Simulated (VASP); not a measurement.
The system is TaSi2.

```
Ta Si
1.0
     4.51829    0.00000    0.00000
     0.00000    4.51829    0.00000
     0.00000    0.00000    4.51829
Ta Si
2 4
Direct
  0.00000 0.00000 0.00000
  0.50000 0.50000 0.50000
  0.25000 0.25000 0.25000
  0.25000 0.75000 0.75000
  0.75000 0.75000 0.25000
  0.75000 0.25000 0.75000
```

| Property | Result |
| --- | --- |
| Program | VASP 6.6.1 |
| Task | relaxation of cell and atoms |
| Functional | r2SCAN |
| Potentials or basis | VASP PAW PBE potentials, release 64 (Ta_pv, Si) |
| Cutoff | 600 eV |
| k mesh | 4 × 4 × 4 |
| Occupations | gaussian, width 0.1 eV |
| Spin | no spin polarisation |

At the start: pressure 115.0 GPa; volume 15.37 Å³/atom.

Q: Where does the relaxation end?

A: Over 5 steps the energy falls by 3421.2 meV/atom and the volume is 29.68 Å³/atom (+93.0 %); space group Pn-3m (No. 224, to 0.1 Å) before and after.

The path:
| step | energy change (eV) | largest force (eV/Å) | pressure (GPa) | volume (Å³) |
| --- | --- | --- | --- | --- |
| 1 | 0.0000 | 0.0000 | 115.00 | 92.24 |
| 2 | -10.9538 | 0.0000 | -11.39 | 331.88 |
| 3 | -20.4563 | 0.0000 | -2.72 | 186.28 |
| 4 | -20.5183 | 0.0000 | -1.02 | 181.01 |
| 5 | -20.5271 | 0.0000 | 0.07 | 178.06 |

Final structure:
```
Ta Si
1.0
     5.62590    0.00000    0.00000
     0.00000    5.62590    0.00000
     0.00000    0.00000    5.62590
Ta Si
2 4
Direct
  0.00000 0.00000 0.00000
  0.50000 0.50000 0.50000
  0.25000 0.25000 0.25000
  0.25000 0.75000 0.75000
  0.75000 0.75000 0.25000
  0.75000 0.25000 0.75000
```

Caveat: the volume moved by over 15 % at a fixed basis, so the end points are rough; the PAW data sets were made with another functional, which shifts forces and pressure a little.
